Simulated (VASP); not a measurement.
Write the native input for VASP 6.6.1 that does the following.

- Task: single point
- Functional: HSE06
- Potentials or basis: VASP PAW PBE potentials, release 64 (Sn_d, Se)
- Cutoff: 520 eV
- k mesh: 4 × 4 × 4
- Occupations: fermi-dirac, width 0.02 eV
- Spin: no spin polarisation
- Dipole correction: no
- Grid for exact exchange (PRECFOCK): Normal
- Further INCAR settings: ALGO = Normal; EDIFF = 1e-06; NBANDS = 17
- Screening parameter: 0.2079 1/Å

Crystal: SnSe.

```xyz
2
Lattice="0.0000 3.3916 3.3916 3.3916 0.0000 3.3916 3.3916 3.3916 0.0000" Properties=species:S:1:pos:R:3 pbc="T T T"
Sn    0.0000    0.0000    0.0000
Se    1.6958    1.6958    1.6958
```

This cell differs from its parent crystal: strain +0.8%.

One way to write it, as run:

POSCAR

```
SnSe
1.0
    0.0000000000      3.3915689676      3.3915689676
    3.3915689676      0.0000000000      3.3915689676
    3.3915689676      3.3915689676      0.0000000000
Sn Se
1 1
Direct
    0.0000000000      0.0000000000      0.0000000000
    0.2500000000      0.2500000000      0.2500000000
```

INCAR.step1

```
PREC     = Accurate       # precision mode
ENCUT    = 520            # plane-wave cutoff, eV
EDIFF    = 1E-5           # SCF threshold, eV
ISMEAR   = -1             # smearing method
SIGMA    = 0.02           # smearing width, eV
LREAL    = False          # projectors in reciprocal space
LASPH    = True           # aspherical terms in the spheres
NELM     = 60             # most SCF steps
ALGO     = Normal         # electronic algorithm
ISIF     = 2              # what is computed and relaxed
LWAVE    = True           # write WAVECAR
LCHARG   = False          # write CHGCAR
GGA      = PE             # functional
NBANDS   = 17             # bands
```

INCAR.step2

```
PREC     = Accurate       # precision mode
ENCUT    = 520            # plane-wave cutoff, eV
EDIFF    = 1E-6           # SCF threshold, eV
ISMEAR   = -1             # smearing method
SIGMA    = 0.02           # smearing width, eV
LREAL    = False          # projectors in reciprocal space
LASPH    = True           # aspherical terms in the spheres
NELM     = 60             # most SCF steps
ALGO     = Normal         # electronic algorithm
ISIF     = 2              # what is computed and relaxed
LWAVE    = False          # write WAVECAR
LCHARG   = False          # write CHGCAR
GGA      = PE             # functional
LHFCALC  = True           # exact exchange
HFSCREEN = 0.2079         # screening, 1/A
PRECFOCK = Normal       
ISTART   = 1            
NBANDS   = 17             # bands
```

KPOINTS

```
regular mesh
0
Gamma
  4 4 4
```

Potentials or basis: VASP PAW PBE potentials, release 64 (Sn_d, Se).

Command:

```sh
$ cat potpaw_PBE.64/Sn_d/POTCAR potpaw_PBE.64/Se/POTCAR > POTCAR
$ cp INCAR.step1 INCAR
$ mpirun -np 1 vasp_std > vasp.out
$ cp INCAR.step2 INCAR
$ mpirun -np 1 vasp_std > vasp.out
```

Results of the run:

```
Pressure               : -0.7 GPa
Band gap on the k mesh : 0.41 eV, indirect (least direct gap 1.10 eV)
```

Caveat: the cell differs from its parent crystal (strain +0.8%); the PAW data sets were made with another functional, which shifts forces and pressure a little; spin-orbit coupling is left out, which moves the levels of the heavy elements.

It took 13 min on 1 thread of AMD EPYC 7R13 Processor (Zen 3), with other jobs on the host, peak memory 0.29 GiB.
